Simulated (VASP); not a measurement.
# SiO2 (P4_2/mnm) in VASP: notebook

SiO2 is run at these levels: PBE; tasks: electric field gradients.

All numbers are computed with VASP 6.6.1; they aren't measurements. Logs are shortened: lines on timing, memory, paths and dates and some standing lists are left out, and cuts for length are marked.

### 1 The cell of the first run

The structure is tetragonal, space group P4_2/mnm (No. 136). Conventional cell: a = 4.095 Å, b = 4.095 Å, c = 2.613 Å, α = 90.00°, β = 90.00°, γ = 90.00°. Si (site symmetry mmm) has 6 O at 1.72 to 1.78 Å within 2.3 Å. Within 2.3 Å of O (site symmetry m2m) lie 3 Si at 1.72 to 1.78 Å and 1 O at 2.24 Å.

### 2 Electric field gradients, PBE (7.30 Å³/atom)

The input, INCAR:

```
PREC     = Accurate       # precision mode
ENCUT    = 520            # plane-wave cutoff, eV
EDIFF    = 1E-8           # SCF threshold, eV
ISMEAR   = -1             # smearing method
SIGMA    = 0.03           # smearing width, eV
LREAL    = False          # projectors in reciprocal space
LASPH    = True           # aspherical terms in the spheres
NELM     = 80             # most SCF steps
ALGO     = Normal         # electronic algorithm
ISIF     = 2              # what is computed and relaxed
LWAVE    = False          # write WAVECAR
LCHARG   = False          # write CHGCAR
GGA      = PE             # functional
LEFG     = True         
NBANDS   = 25             # bands
```

The input, KPOINTS:

```
Automatic mesh
0
Gamma
  6 6 9
```

The input, POSCAR:

```
SiO2
1.0
    4.0947678930      0.0000000000      0.0000000000
    0.0000000000      4.0947678930      0.0000000000
    0.0000000000      0.0000000000      2.6133398208
Si O
2 4
Direct
    0.0000000000      0.0000000000      0.0000000000
    0.5000000000      0.5000000000      0.5000000000
    0.3067000000      0.3067000000      0.0000000000
    0.1933000000      0.8067000000      0.5000000000
    0.6933000000      0.6933000000      0.0000000000
    0.8067000000      0.1933000000      0.5000000000
```

Potentials or basis: VASP PAW PBE potentials, release 64 (Si, O).

On the command line:

```bash
$ cat potpaw_PBE.64/Si/POTCAR potpaw_PBE.64/O/POTCAR > POTCAR
$ mpirun -np 1 vasp_std > vasp.out
```

OUTCAR:

```text
PREC = Accurate
   ENCUT = 520
   EDIFF = 1E-8
   ISMEAR = -1
   LREAL = False
   LASPH = True
   NELM = 80
   ISIF = 2
   GGA = PE

 ion  position               nearest neighbor table
   1  0.000  0.000  0.000-   4 1.72   6 1.72   4 1.72   6 1.72   5 1.78   3 1.78
   2  0.500  0.500  0.500-   3 1.72   5 1.72   3 1.72   5 1.72   4 1.78   6 1.78
   3  0.307  0.307  0.000-   2 1.72   2 1.72   1 1.78
   4  0.193  0.807  0.500-   1 1.72   1 1.72   2 1.78
   5  0.693  0.693  0.000-   2 1.72   2 1.72   1 1.78
   6  0.807  0.193  0.500-   1 1.72   1 1.72   2 1.78

  LATTYP: Found a simple tetragonal cell.
 ALAT       =     4.0947678930
 C/A-ratio  =     0.6382143968

  Lattice vectors:

 A1 = (   4.0947678930,   0.0000000000,   0.0000000000)
 A2 = (   0.0000000000,   4.0947678930,   0.0000000000)
 A3 = (   0.0000000000,   0.0000000000,   2.6133398208)

Analysis of symmetry for initial positions (statically):
=====================================================================
 Subroutine PRICEL returns:
 Original cell was already a primitive cell.

 Routine SETGRP: Setting up the symmetry group for a
 simple tetragonal supercell.

 Subroutine GETGRP returns: Found 16 space group operations
 (whereof  8 operations were pure point group operations)
 out of a pool of 16 trial point group operations.

The static configuration has the point symmetry D_2h.
 The point group associated with its full space group is D_4h.

Analysis of symmetry for dynamics (positions and initial velocities):
=====================================================================
 Subroutine PRICEL returns:
 Original cell was already a primitive cell.

 Routine SETGRP: Setting up the symmetry group for a
 simple tetragonal supercell.

 Subroutine GETGRP returns: Found 16 space group operations
 (whereof  8 operations were pure point group operations)
 out of a pool of 16 trial point group operations.

The dynamic configuration has the point symmetry D_2h.
 The point group associated with its full space group is D_4h.

 Subroutine INISYM returns: Found 16 space group operations
 (whereof  8 operations are pure point group operations),
 and found     1 'primitive' translations

----------------------------------------------------------------------------------------

                                     Primitive cell

  volume of cell :      43.8182

  direct lattice vectors                    reciprocal lattice vectors
     4.094767893  0.000000000  0.000000000     0.244214086  0.000000000  0.000000000
     0.000000000  4.094767893  0.000000000     0.000000000  0.244214086  0.000000000
     0.000000000  0.000000000  2.613339821     0.000000000  0.000000000  0.382652111

  length of vectors
     4.094767893  4.094767893  2.613339821     0.244214086  0.244214086  0.382652111

  position of ions in fractional coordinates (direct lattice)
     0.000000000  0.000000000  0.000000000
     0.500000000  0.500000000  0.500000000
     0.306700000  0.306700000  0.000000000
     0.193300000  0.806700000  0.500000000
     0.693300000  0.693300000  0.000000000
     0.806700000  0.193300000  0.500000000

  ion indices of the primitive-cell ions
   primitive index   ion index
                 1           1
                 2           2
                 3           3
                 4           4
                 5           5
                 6           6

----------------------------------------------------------------------------------------

 KPOINTS: Automatic mesh

Automatic generation of k-mesh.
 Grid dimensions read from file:
 generate k-points for:    6    6    9

[... 53 lines left out ...]
 SYSTEM =  unknown system
   PREC   = accura    normal or accurate (medium, high low for compatibility)
   ISTART =      0    job   : 0-new  1-cont  2-samecut
   ICHARG =      2    charge: 1-file 2-atom 10-const
   ISPIN  =      1    spin polarized calculation?
   LNONCOLLINEAR =      F non collinear calculations
   LSORBIT =      F    spin-orbit coupling
   LASPH  =      T    aspherical Exc in radial PAW
   ENCUT  =  520.0 eV  38.22 Ry    6.18 a.u.   7.61  7.61  4.86*2*pi/ulx,y,z
   NELM   =     80;   NELMIN=  2; NELMDL= -5     # of ELM steps
   EDIFF  = 0.1E-07   stopping-criterion for ELM
   LREAL  =      F    real-space projection
   EDIFFG = 0.1E-06   stopping-criterion for IOM
   NSW    =      0    number of steps for IOM
   IBRION =     -1    ionic relax: 0-MD 1-quasi-New 2-CG
   NFREE  =      0    steps in history (QN), initial steepest desc. (CG)
   ISIF   =      2    stress and relaxation
   ISYM   =      2    0-nonsym 1-usesym 2-fastsym
   POTIM  = 0.5000    time-step for ionic-motion
   TEBEG  =    0.0;   TEEND  =   0.0 temperature during run
   PSTRESS=    0.0 pullay stress
   NELECT =      32.0000    total number of electrons
   NUPDOWN=      -1.0000    fix difference up-down
   EMIN   =  10.00;   EMAX   =-10.00  energy-range for DOS
   EFERMI =   0.00;   METHOD = LEGACY
   ISMEAR =    -1;   SIGMA  =   0.03  broadening in eV -4-tet -1-fermi 0-gaus
   EFERMI_NEDOS =   21; number of points for ismear=-14 and -15
   IALGO  =     38    algorithm
   IMIX   =      4    mixing-type and parameters
     AMIX     =   0.40;   BMIX     =  1.00
     AMIX_MAG =   1.60;   BMIX_MAG =  1.00
  volume/ion in A,a.u.               =       7.30        49.28
  Fermi-wavevector in a.u.,A,eV,Ry     =   1.474257  2.785943 29.571379  2.173435
  Thomas-Fermi vector in A             =   2.589051
   LORBIT       =      0    0 simple, 1 ext, 2 COOP (PROOUT), +10 PAW based schemes
   GGA     = PE    functional components
   LHFCALC =     F    Hartree Fock is set to
   AEXX    =    0.0000 exact exchange contribution
   IVDW    =     0    specifies the selected vdW correction
   LEPSILON=     F    determine dielectric tensor
   LRPA    =     F    only Hartree local field effects (RPA)
 non-spin polarized calculation
  energy-cutoff  :      520.00
  volume of cell :       43.82
 maximum number of plane-waves:      1199
   NGX = 15   NGY = 15   NGZ =  9

 number of electron      32.0000005 magnetization

 Free energy of the ion-electron system (eV)
  ---------------------------------------------------
  ext. energy  EPLUGINS =         0.00000000
  ---------------------------------------------------
  free energy    TOTEN  =       -45.85916680 eV

  energy without entropy =      -45.85916680  energy(sigma->0) =      -45.85916680

 E-fermi :   9.6970     XC(G=0): -12.5885

 val. band max:        9.0933450548   @ k =   0.0000   0.0000   0.0000
 cond. band min:      15.8580507402   @ k =   0.0000   0.0000   0.0000
 fundamental gap:      6.7647056854
 Fermi energy:         9.6970301104

 k-point     1 :       0.0000    0.0000    0.0000
  band No.  band energies     occupation
      1     -14.1488      2.00000
      2     -10.1767      2.00000
      3     -10.1767      2.00000
      4      -9.9730      2.00000
      5      -2.1074      2.00000
      6       2.3303      2.00000
[... 661 lines left out ...]
     24      22.1555      0.00000
     25      23.5240      0.00000

 [... further k-points ...]

------------------------ aborting loop because EDIFF is reached ----------------------------------------

  FORCE on cell =-STRESS in cart. coord.  units (eV):
  Direction    XX          YY          ZZ          XY          YZ          ZX
  --------------------------------------------------------------------------------------
  -------------------------------------------------------------------------------------
  Total        9.0301393      9.0301393     10.8491033      0.0000000      0.0000000      0.0000000
  in kB      330.1798522    330.1798522    396.6888212      0.0000000      0.0000000      0.0000000
  external PRESSURE =     352.3495085 kB  Pullay stress =       0.0000000 kB

 VOLUME and BASIS-vectors are now :
 -----------------------------------------------------------------------------
  energy-cutoff  :      520.00
  volume of cell :       43.82
      direct lattice vectors                 reciprocal lattice vectors
     4.094767893  0.000000000  0.000000000     0.244214086  0.000000000  0.000000000
     0.000000000  4.094767893  0.000000000     0.000000000  0.244214086  0.000000000
     0.000000000  0.000000000  2.613339821     0.000000000  0.000000000  0.382652111

 POSITION                                       TOTAL-FORCE (eV/Angst)
 -----------------------------------------------------------------------------------
      0.00000      0.00000      0.00000         0.000000     -0.000000      0.000000
      2.04738      2.04738      1.30667         0.000000     -0.000000      0.000000
      1.25587      1.25587      0.00000        -0.515979     -0.515979     -0.000000
      0.79152      3.30325      1.30667         0.515979     -0.515979      0.000000
      2.83890      2.83890      0.00000         0.515979      0.515979      0.000000
      3.30325      0.79152      1.30667        -0.515979      0.515979      0.000000
 -----------------------------------------------------------------------------------
    total drift:                               -0.000000     -0.000000      0.000000

  FREE ENERGIE OF THE ION-ELECTRON SYSTEM (eV)
  ---------------------------------------------------
  free  energy   TOTEN  =       -45.8591667983 eV

  energy  without entropy=      -45.8591667983  energy(sigma->0) =      -45.85916680

 Electric field gradients (V/A^2)
---------------------------------------------------------------------
 ion       V_xx      V_yy      V_zz      V_xy      V_xz      V_yz
---------------------------------------------------------------------
   1       9.635     9.635   -19.269    13.924     0.000    -0.000
   2       9.635     9.635   -19.269   -13.924     0.000    -0.000
   3     -22.338   -22.338    44.677    80.365    -0.000    -0.000
   4     -22.338   -22.338    44.677   -80.365     0.000     0.000
   5     -22.338   -22.338    44.677    80.365     0.000    -0.000
   6     -22.338   -22.338    44.677   -80.365     0.000     0.000
---------------------------------------------------------------------

 Electric field gradients after diagonalization (V/A^2)
 (convention: |V_zz| > |V_xx| > |V_yy|)
----------------------------------------------------------------------
 ion       V_xx      V_yy      V_zz     asymmetry (V_yy - V_xx)/ V_zz
----------------------------------------------------------------------
   1     -19.269    -4.289    23.558       0.636
   2     -19.269    -4.289    23.558       0.636
   3      58.027    44.677  -102.704       0.130
   4      58.027    44.677  -102.704       0.130
   5      58.027    44.677  -102.704       0.130
   6      58.027    44.677  -102.704       0.130
----------------------------------------------------------------------

           NMR quadrupolar parameters

 Cq : quadrupolar parameter    Cq=e*Q*V_zz/h
 eta: asymmetry parameters     (V_yy - V_xx)/ V_zz
 Q  : nuclear electric quadrupole moment in mb (millibarn)
----------------------------------------------------------------------
 ion       Cq(MHz)       eta       Q (mb)
----------------------------------------------------------------------
   1       0.057       0.636       1.000
   2       0.057       0.636       1.000
   3      -0.248       0.130       1.000
   4      -0.248       0.130       1.000
   5      -0.248       0.130       1.000
   6      -0.248       0.130       1.000
----------------------------------------------------------------------
```

Wall time 78 s (1 thread of Intel Xeon 8259CL, shared host); peak memory 0.17 GiB.

Results:

| Quantity | Value |
| --- | --- |
| Free energy | -45.8592 eV |
| Pressure | 35.2 GPa |
| Largest force | 0.730 eV/Å |
| Band gap on the k mesh | 6.76 eV |
| Largest electric field gradient by atom | Si +23.6; O -102.7 V/Å² |

Forces on the atoms (eV/Å):
```
Si   0.000  0.000  0.000
Si   0.000  0.000  0.000
O   -0.516 -0.516  0.000
O    0.516 -0.516  0.000
O    0.516  0.516  0.000
O   -0.516  0.516  0.000
```

Stress tensor (GPa, compression positive):
```
33.02  0.00  0.00
 0.00 33.02  0.00
 0.00  0.00 39.67
```

Electric field gradients, principal values (V/Å²):
```
atom   least   middle  greatest (by size)
1 Si  -4.289  -19.269              23.558
2 Si  -4.289  -19.269              23.558
 3 O  44.677   58.027            -102.704
 4 O  44.677   58.027            -102.704
 5 O  44.677   58.027            -102.704
 6 O  44.677   58.027            -102.704
```

Caveat: the stress differs along the axes, from 33 to 40 GPa; without QUAD_EFG the Cq values of the log hold for a quadrupole moment of 1 mb, not for the nuclei.

(Part 1 of 2 ends here.)
